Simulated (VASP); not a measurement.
# PtSe2 in VASP: further runs

PtSe2 is run at these levels: PBE+D3(BJ); tasks: single point.

Everything below comes from runs of VASP 6.6.1. Logs are shortened: lines on timing, memory, paths and dates and some standing lists are left out, and cuts for length are marked.

## Step 1: The cell of the first run

The cell holds a slab with vacuum, 3 atoms: a = 3.707 Å, b = 3.763 Å, c = 31.122 Å, α = 90.00°, β = 90.00°, γ = 119.51°.

## Step 2: Single point, PBE+D3(BJ) (strain along y +0.020, then relaxed in part)

Contents of INCAR:

```
SYSTEM = PtSe2
ALGO = Normal
DIPOL = 0.5 0.5 0.500
EDIFF = 1E-7
ENCUT = 520
GGA = PE
IDIPOL = 3
ISIF = 2
ISMEAR = 0
IVDW = 12
LASPH = .TRUE.
LCHARG = .FALSE.
LDIPOL = .TRUE.
LREAL = .FALSE.
LWAVE = .FALSE.
NBANDS = 18
NELM = 80
PREC = Accurate
SIGMA = 0.02
```

Contents of KPOINTS:

```
k-points
0
G
  12 12 1
  0 0 0
```

Contents of POSCAR:

```
PtSe2
1.0
    3.7068661351      0.0000000000      0.0000000000
   -1.8534330675      3.2744450462      0.0000000000
    0.0000000000      0.0000000000     31.1216233429
Se Pt
2 1
Direct
    0.6686543877      0.3373087754      0.4580991118
    0.3313456123      0.6626912246      0.5419008882
    0.0000000000      0.0000000000      0.5000000000
```

Potentials or basis: VASP PAW PBE potentials, release 64 (Se, Pt).

Launch:

```bash
$ cat potpaw_PBE.64/Se/POTCAR potpaw_PBE.64/Pt/POTCAR > POTCAR
$ mpirun -np 1 vasp_std > vasp.out
```

OUTCAR:

```text
SYSTEM = PtSe2
   EDIFF = 1E-7
   ENCUT = 520
   GGA = PE
   ISIF = 2
   ISMEAR = 0
   IVDW = 12
   LASPH = .TRUE.
   LREAL = .FALSE.
   NELM = 80
   PREC = Accurate
 IVDW          = 12

 ion  position               nearest neighbor table
   1  0.669  0.337  0.458-   3 2.52   3 2.52   3 2.53
   2  0.331  0.663  0.542-   3 2.52   3 2.52   3 2.53
   3  0.000  0.000  0.500-   1 2.52   2 2.52   1 2.52   2 2.52   1 2.53   2 2.53

  LATTYP: Found a base centered orthorhombic cell.
 ALAT       =     3.7068661351
 B/A-ratio  =     1.7666918237
 C/A-ratio  =     8.3956696057

  Lattice vectors:

 A1 = (   1.8534330675,  -3.2744450462,   0.0000000000)
 A2 = (   1.8534330676,   3.2744450462,   0.0000000000)
 A3 = (   0.0000000000,   0.0000000000,  31.1216233429)

Analysis of symmetry for initial positions (statically):
=====================================================================
 Subroutine PRICEL returns:
 Original cell was already a primitive cell.

 Routine SETGRP: Setting up the symmetry group for a
 base centered orthorhombic supercell.

 Subroutine GETGRP returns: Found  4 space group operations
 (whereof  4 operations were pure point group operations)
 out of a pool of  8 trial point group operations.

The static configuration has the point symmetry C_2h.

Analysis of symmetry for dynamics (positions and initial velocities):
=====================================================================
 Subroutine PRICEL returns:
 Original cell was already a primitive cell.

 Routine SETGRP: Setting up the symmetry group for a
 base centered orthorhombic supercell.

 Subroutine GETGRP returns: Found  4 space group operations
 (whereof  4 operations were pure point group operations)
 out of a pool of  8 trial point group operations.

The dynamic configuration has the point symmetry C_2h.

 Subroutine INISYM returns: Found  4 space group operations
 (whereof  4 operations are pure point group operations),
 and found     1 'primitive' translations

----------------------------------------------------------------------------------------

                                     Primitive cell

  volume of cell :     377.7521

  direct lattice vectors                    reciprocal lattice vectors
     3.706866135  0.000000000  0.000000000     0.269769655  0.152697631  0.000000000
    -1.853433067  3.274445046  0.000000000     0.000000000  0.305395261  0.000000000
     0.000000000  0.000000000 31.121623343     0.000000000  0.000000000  0.032132000

  length of vectors
     3.706866135  3.762606078 31.121623343     0.309987473  0.305395261  0.032132000

  position of ions in fractional coordinates (direct lattice)
     0.668654388  0.337308775  0.458099112
     0.331345612  0.662691225  0.541900888
     0.000000000  0.000000000  0.500000000

  ion indices of the primitive-cell ions
   primitive index   ion index
                 1           1
                 2           2
                 3           3

----------------------------------------------------------------------------------------

 KPOINTS: k-points

Automatic generation of k-mesh.
 Grid dimensions read from file:
 generate k-points for:   12   12    1

 Generating k-lattice:

  Cartesian coordinates                     Fractional coordinates (reciprocal lattice)
     0.022480805  0.012724803  0.000000000     0.083333333  0.000000000  0.000000000
     0.000000000  0.025449605  0.000000000     0.000000000  0.083333333  0.000000000
     0.000000000  0.000000000  0.032132000     0.000000000  0.000000000  1.000000000

  Length of vectors
     0.025832289  0.025449605  0.032132000

  Shift w.r.t. Gamma in fractional coordinates (k-lattice)
     0.000000000  0.000000000  0.000000000

 Subroutine IBZKPT returns following result:
 ===========================================

 Found     43 irreducible k-points:

 Following reciprocal coordinates:
            Coordinates               Weight
  0.000000  0.000000  0.000000      1.000000
  0.083333  0.000000  0.000000      4.000000
  0.166667  0.000000  0.000000      4.000000
  0.250000  0.000000  0.000000      4.000000
  0.333333  0.000000  0.000000      4.000000
  0.416667  0.000000  0.000000      4.000000
[... 16 lines left out ...]
  0.333333  0.166667  0.000000      4.000000
  0.416667  0.166667  0.000000      4.000000
 [... further k-points ...]
   k-points           NKPTS =     43   k-points in BZ     NKDIM =     43   number of bands    NBANDS=     18
   number of dos      NEDOS =    301   number of ions     NIONS =      3
   total plane-waves  NPLWV = 188160
   dimension x,y,z NGX =    28 NGY =   28 NGZ =  240
   dimension x,y,z NGXF=    56 NGYF=   56 NGZF=  480
   ions per type =               2   1
   NGX,Y,Z   is equivalent  to a cutoff of  12.56, 12.37, 12.82 a.u.
   NGXF,Y,Z  is equivalent  to a cutoff of  25.11, 24.74, 25.64 a.u.
 SYSTEM =  PtSe2
   PREC   = accura    normal or accurate (medium, high low for compatibility)
   ISTART =      0    job   : 0-new  1-cont  2-samecut
   ICHARG =      2    charge: 1-file 2-atom 10-const
   ISPIN  =      1    spin polarized calculation?
   LNONCOLLINEAR =      F non collinear calculations
   LSORBIT =      F    spin-orbit coupling
   LASPH  =      T    aspherical Exc in radial PAW
   ENCUT  =  520.0 eV  38.22 Ry    6.18 a.u.   6.89  7.00 57.87*2*pi/ulx,y,z
   NELM   =     80;   NELMIN=  2; NELMDL= -5     # of ELM steps
   EDIFF  = 0.1E-06   stopping-criterion for ELM
   LREAL  =      F    real-space projection
   EDIFFG = 0.1E-05   stopping-criterion for IOM
   NSW    =      0    number of steps for IOM
   IBRION =     -1    ionic relax: 0-MD 1-quasi-New 2-CG
   NFREE  =      0    steps in history (QN), initial steepest desc. (CG)
   ISIF   =      2    stress and relaxation
   ISYM   =      2    0-nonsym 1-usesym 2-fastsym
   POTIM  = 0.5000    time-step for ionic-motion
   TEBEG  =    0.0;   TEEND  =   0.0 temperature during run
   PSTRESS=    0.0 pullay stress
   NELECT =      22.0000    total number of electrons
   NUPDOWN=      -1.0000    fix difference up-down
   EMIN   =  10.00;   EMAX   =-10.00  energy-range for DOS
   EFERMI =   0.00;   METHOD = LEGACY
   ISMEAR =     0;   SIGMA  =   0.02  broadening in eV -4-tet -1-fermi 0-gaus
   EFERMI_NEDOS =   21; number of points for ismear=-14 and -15
   IALGO  =     38    algorithm
   IMIX   =      4    mixing-type and parameters
     AMIX     =   0.40;   BMIX     =  1.00
     AMIX_MAG =   1.60;   BMIX_MAG =  1.00
  volume/ion in A,a.u.               =     125.92       849.73
  Fermi-wavevector in a.u.,A,eV,Ry     =   0.634571  1.199165  5.478796  0.402680
  Thomas-Fermi vector in A             =   1.698611
   LORBIT       =      0    0 simple, 1 ext, 2 COOP (PROOUT), +10 PAW based schemes
   GGA     = PE    functional components
   LHFCALC =     F    Hartree Fock is set to
   AEXX    =    0.0000 exact exchange contribution
   IVDW    =    12    specifies the selected vdW correction
   LEPSILON=     F    determine dielectric tensor
   LRPA    =     F    only Hartree local field effects (RPA)
 non-spin polarized calculation
 Gauss-broadening in eV      SIGMA  =   0.02
  energy-cutoff  :      520.00
  volume of cell :      377.75
 maximum number of plane-waves:     10226
   NGX = 13   NGY = 13   NGZ =115

 number of electron      21.9999998 magnetization

 dipolmoment           0.000000      0.000000     -0.000000 electrons x Angstroem

 Free energy of the ion-electron system (eV)
  ---------------------------------------------------
  ext. energy  EPLUGINS =         0.00000000
  ---------------------------------------------------
  free energy    TOTEN  =       -14.29222510 eV

  energy without entropy =      -14.29222510  energy(sigma->0) =      -14.29222510

 E-fermi :  -3.7436     XC(G=0):  -2.1576

 val. band max:       -3.8750222599   @ k =   0.0000   0.0000   0.0000
 cond. band min:      -2.5547157430   @ k =   0.0000   0.2500   0.0000
 fundamental gap:      1.3203065169
 Fermi energy:        -3.7436396227

 k-point     1 :       0.0000    0.0000    0.0000
  band No.  band energies     occupation
      1     -17.8799      2.00000
      2     -16.0856      2.00000
      3      -9.0062      2.00000
      4      -8.9531      2.00000
      5      -8.9234      2.00000
      6      -6.7721      2.00000
[... 10 lines left out ...]
     17       1.7879      0.00000
     18       2.1515      0.00000

 k-point     2 :       0.0833    0.0000    0.0000
  band No.  band energies     occupation
      1     -17.8062      2.00000
      2     -16.0916      2.00000
      3      -8.9877      2.00000
      4      -8.9386      2.00000
      5      -8.8503      2.00000
      6      -6.8442      2.00000
[... 10 lines left out ...]
     17       2.0630      0.00000
     18       2.2858      0.00000

 k-point     3 :       0.1667    0.0000    0.0000
  band No.  band energies     occupation
      1     -17.5943      2.00000
      2     -16.1093      2.00000
      3      -8.9898      2.00000
      4      -8.8257      2.00000
      5      -8.6473      2.00000
      6      -7.1947      2.00000
[... 10 lines left out ...]
     17       2.3194      0.00000
     18       2.5079      0.00000

 k-point     4 :       0.2500    0.0000    0.0000
  band No.  band energies     occupation
      1     -17.2749      2.00000
      2     -16.1373      2.00000
      3      -8.9786      2.00000
      4      -8.6781      2.00000
      5      -8.4346      2.00000
      6      -7.7382      2.00000
[... 375 lines left out ...]
      4      -8.7343      2.00000
      5      -8.2541      2.00000
      6      -7.6143      2.00000
[... 10 lines left out ...]
     17       3.7147      0.00000
     18       3.8455      0.00000

 k-point    23 :       0.3333    0.1667    0.0000
  band No.  band energies     occupation
      1     -16.5034      2.00000
      2     -16.2086      2.00000
      3      -9.4863      2.00000
      4      -8.6852      2.00000
      5      -8.0397      2.00000
      6      -7.4469      2.00000
[... 10 lines left out ...]
     17       4.2611      0.00000
     18       4.5958      0.00000

 k-point    24 :       0.4167    0.1667    0.0000
  band No.  band energies     occupation
      1     -16.3581      2.00000
      2     -16.2443      2.00000
      3      -9.6786      2.00000
      4      -8.6702      2.00000
      5      -7.8787      2.00000
      6      -7.4299      2.00000
[... 10 lines left out ...]
     17       4.3948      0.00000
     18       4.5402      0.00000

 [... further k-points ...]

------------------------ aborting loop because EDIFF is reached ----------------------------------------

 vacuum level on the upper side and lower side of the slab       (xc-potential included)        -0.007        -0.007

 Edisp (eV)   -0.88058

 E8    (eV) :    -0.4047

  FORCE on cell =-STRESS in cart. coord.  units (eV):
  Direction    XX          YY          ZZ          XY          YZ          ZX
  --------------------------------------------------------------------------------------
  -------------------------------------------------------------------------------------
  Total      -0.30891    -1.11424    -0.01494    -0.00000    -0.00804    -0.00000
  in kB      -1.31020    -4.72589    -0.06335    -0.00000    -0.03411    -0.00000
  external pressure =       -2.03 kB  Pullay stress =        0.00 kB

 VOLUME and BASIS-vectors are now :
 -----------------------------------------------------------------------------
  energy-cutoff  :      520.00
  volume of cell :      377.75
      direct lattice vectors                 reciprocal lattice vectors
     3.706866135  0.000000000  0.000000000     0.269769655  0.152697631  0.000000000
    -1.853433067  3.274445046  0.000000000     0.000000000  0.305395261  0.000000000
     0.000000000  0.000000000 31.121623343     0.000000000  0.000000000  0.032132000

 POSITION                                       TOTAL-FORCE (eV/Angst)
 -----------------------------------------------------------------------------------
      1.85343      1.10450     14.25679         0.000000      0.003109      0.000133
      0.00000      2.16995     16.86484        -0.000000     -0.003109     -0.000133
      0.00000      0.00000     15.56081         0.000000      0.000000      0.000000
 -----------------------------------------------------------------------------------
    total drift:                                0.000000     -0.000000     -0.000000

  FREE ENERGIE OF THE ION-ELECTRON SYSTEM (eV)
  ---------------------------------------------------
  free  energy   TOTEN  =       -15.1728092983 eV

  energy  without entropy=      -15.1728092983  energy(sigma->0) =      -15.17280930

 vacuum level on the upper side and lower side of the slab         1.782         1.782
```

It took 3.6 min on 1 thread of Intel Xeon 6975P-C (Granite Rapids), shared host; peak memory 0.67 GiB.

What came out:

| Quantity | Value |
| --- | --- |
| Free energy | -15.1728 eV |
| Largest force | 0.003 eV/Å |
| Band gap on the k mesh | 1.32 eV (least direct gap 1.56 eV) |
| Dispersion energy per atom | -0.294 eV |

Forces in eV/Å, atoms in the order of the input:
```
Se   0.000  0.003  0.000
Se   0.000 -0.003  0.000
Pt   0.000  0.000  0.000
```

Caveat: the cell differs from its parent crystal (strain along y +0.020, then relaxed in part); spin-orbit coupling is left out, which moves the levels of the heavy elements.

## Step 3: Single point, PBE+D3(BJ) (strain along x +0.050, then relaxed in part)

Contents of INCAR:

```
SYSTEM = PtSe2
PREC = Accurate ; ENCUT = 520
EDIFF = 1E-6 ; ISMEAR = 0
SIGMA = 0.02 ; LREAL = .False.
LASPH = .True. ; NELM = 80
ALGO = Normal ; ISIF = 2
LWAVE = .False. ; LCHARG = .False.
LDIPOL = .True. ; IDIPOL = 3
DIPOL = 0.5 0.5 0.500 ; GGA = PE
IVDW = 12 ; NBANDS = 18
```

Contents of KPOINTS:

```
Automatic mesh
0
Gamma
  12 12 1
  0 0 0
```

Contents of POSCAR:

```
PtSe2
1.0
    3.8922094418      0.0000000000      0.0000000000
   -1.9461047209      3.2102402414      0.0000000000
    0.0000000000      0.0000000000     31.1216233429
Se Pt
2 1
Direct
    0.6620109419      0.3240218839      0.4590402637
    0.3379890581      0.6759781161      0.5409597363
    0.0000000000      0.0000000000      0.5000000000
```

Potentials or basis: VASP PAW PBE potentials, release 64 (Se, Pt).

Launch:

```bash
$ cat potpaw_PBE.64/Se/POTCAR potpaw_PBE.64/Pt/POTCAR > POTCAR
$ mpirun -np 1 vasp_std > vasp.out
```

Wall time 3.7 min (1 thread of Intel Xeon 6975P-C (Granite Rapids), shared host); peak memory 0.68 GiB.

The run converged. Its results:

```
Free energy                : -15.1173 eV
Largest force              : 0.005 eV/Å
Band gap on the k mesh     : 1.21 eV (least direct gap 1.31 eV)
Dispersion energy per atom : -0.286 eV
```

Forces in eV/Å, atoms in the order of the input:
```
Se   0.000 -0.005  0.000
Se   0.000  0.005  0.000
Pt   0.000  0.000  0.000
```

Levels at points of the mesh, in eV from the valence-band top:
| k point | band 8 | band 9 | band 10 | band 11 | band 12 | band 13 | band 14 | band 15 |
| --- | --- | --- | --- | --- | --- | --- | --- | --- |
| (0.00, 0.00, 0.00) | -1.23 | -0.63 | -0.36 | -0.04 | 2.74 | 2.76 | 4.35 | 5.13 |
| (0.50, 0.00, 0.00) | -2.30 | -2.06 | -1.90 | -1.43 | 2.10 | 2.61 | 4.71 | 6.22 |
| (0.00, 0.50, 0.00) | -2.34 | -2.29 | -1.92 | -1.20 | 2.22 | 2.50 | 4.40 | 5.90 |

Caveat: the cell differs from its parent crystal (strain along x +0.050, then relaxed in part); spin-orbit coupling is left out, which moves the levels of the heavy elements.
